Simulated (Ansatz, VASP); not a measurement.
# Ru3C in VASP and in Ansatz

INCAR

```
SYSTEM = Ru3C
PREC = Accurate
ENCUT = 600
EDIFF = 1E-6
ISMEAR = 0
SIGMA = 0.1
LREAL = .False.
LASPH = .True.
NELM = 60
ALGO = Normal
ISIF = 3
LWAVE = .False.
LCHARG = .False.
GGA = PE
IBRION = 2
NSW = 100
EDIFFG = -0.01
```

File KPOINTS:

```
regular mesh
0
Gamma
  12 12 12
  0 0 0
```

Contents of POSCAR:

```
Ru3C
1.0
    3.6854805734      0.0000000000      0.0000000000
    0.0000000000      3.6854805734      0.0000000000
    0.0000000000      0.0000000000      3.6854805734
Ru C
3 1
Direct
    0.0000000000      0.5000000000      0.5000000000
    0.5000000000      0.0000000000      0.5000000000
    0.5000000000      0.5000000000      0.0000000000
    0.0000000000      0.0000000000      0.0000000000
```

Input for Ansatz:

```yaml
crystal:
  lattice:
    - [3.6854805734, 0.0, 0.0]
    - [0.0, 3.6854805734, 0.0]
    - [0.0, 0.0, 3.6854805734]
  atoms:
    - { symbol: Ru, position: [0.0, 0.5, 0.5] }
    - { symbol: Ru, position: [0.5, 0.0, 0.5] }
    - { symbol: Ru, position: [0.5, 0.5, 0.0] }
    - { symbol: C, position: [0.0, 0.0, 0.0] }
basis:
  ecutwfc: 420
kpoints:
  mp_grid: { grid: [12, 12, 12] }
hamiltonian:
  xc: pbe
scf:
  occupations: { method: gaussian, width: 0.1 }
output:
  forces: true
  stress: true
  eigenvalues: true
relax:
  adjacent_minimum: "off"
  f_tol: 0.01
  max_steps: 80
  cell: { stress_tol: 0.05 }
```

Change from the starting cell: species swapped into the SmPt3 type (Pm-3m, No. 221).

Alike in both runs: task relaxation of cell and atoms; functional PBE; k mesh 12 × 12 × 12; occupations gaussian, width 0.1 eV; no spin polarisation.

|  | VASP | Ansatz |
| --- | --- | --- |
| version | VASP 6.6.1 | Ansatz 0.2.0 |
| potentials or method | VASP PAW PBE potentials, release 64 (Ru_pv, C), cutoff 600 eV | scalar-relativistic, plane waves, PAW |
| valence electrons in the cell | 46 | 52 |

|  | VASP | Ansatz | Ansatz less VASP |
| --- | --- | --- | --- |
| gap on the k mesh at the Fermi level, each at its own relaxed structure (eV) | none | none | - |
| relaxed volume (Å³/atom) | 12.49 | 12.49 | +0.001 |
| relaxed cell length with the largest relative difference (Å) | 3.683 | 3.683 | +0.0001 |

A gap of «none» marks a metal or a gap that the smearing closes. VASP's potentials hold 46 valence electrons a cell and Ansatz's 52, so a difference there can come from the potentials and not from the codes.
